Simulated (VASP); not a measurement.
Here is a VASP 6.6.1 calculation.

INCAR

```
SYSTEM = Al
ALGO = Normal
EDIFF = 1E-6
ENCUT = 520
GGA = PE
ISIF = 2
ISMEAR = 0
IVDW = 12
LASPH = .TRUE.
LCHARG = .TRUE.
LELF = .TRUE.
LREAL = Auto
LVHAR = .TRUE.
LWAVE = .FALSE.
NBANDS = 72
NELM = 100
PREC = Accurate
SIGMA = 0.05
```

File KPOINTS:

```
k-points
0
G
  3 3 3
  0 0 0
```

File POSCAR:

```
Al
1.0
    8.1000000000      0.0000000000      0.0000000000
    0.0000000000      8.1000000000      0.0000000000
    0.0000000000      0.0000000000      8.1000000000
Al
33
Direct
    0.5010690123     -0.0005360494     -0.0052028395
    0.7472544444      0.2488823457     -0.0029053086
    0.7393237037     -0.0076153086      0.2494172840
   -0.0019411111     -0.0133154321     -0.0236064198
    0.2556879012      0.2476658025     -0.0065274074
    0.4992256790      0.4989128395     -0.0054575309
    0.7461043210      0.7496533333      0.0005604938
    0.2653543210     -0.0117333333      0.2493959259
    0.4975761728      0.2444179012      0.2461522222
    0.7107639506      0.5079587654      0.2415045679
    0.5004113580      0.0030111111      0.4990424691
    0.7423239506      0.2528274074      0.4967577778
    0.7456724691      0.0059839506      0.7440922222
    0.0001258025      0.4975767901     -0.0014743210
    0.2530980247      0.7500006173      0.0002195062
    0.0086290123      0.1654462963      0.2091453086
    0.2756140741      0.5056503704      0.2441783951
    0.4992424691      0.7551145679      0.2509997531
   -0.0006702469      0.0006795062      0.5004695062
    0.2501100000      0.2544767901      0.4953472840
    0.4976919753      0.5034809877      0.5055067901
    0.7468577778      0.7527945679      0.5010458025
    0.2538728395      0.0057104938      0.7444577778
    0.5003669136      0.2510202469      0.7471413580
    0.7396425926      0.5005607407      0.7573223457
    0.0002128395      0.7523548148      0.2520514815
    0.0091291358      0.5435937037      0.5849077778
    0.2565962963      0.7568207407      0.5023590123
   -0.0007016049      0.2506216049      0.7482859259
    0.2653195062      0.5005771605      0.7617681481
    0.5011960494      0.7551758025      0.7507101235
   -0.0020466667      0.7740058025      0.7659411111
   -0.0130069136      0.4201572840      0.3314203704
```

Potentials or basis: VASP PAW PBE potentials, release 64 (Al).

Launch:

```bash
$ cat potpaw_PBE.64/Al/POTCAR > POTCAR
$ mpirun -np 1 vasp_std > vasp.out
```

(1) What does it give for the dispersion energy per atom?

(2) Estimate the pressure.

(3) Predict the largest force.

Results:

(1) -0.345 eV.

(2) 1.5 GPa.

(3) 0.825 eV/Å.
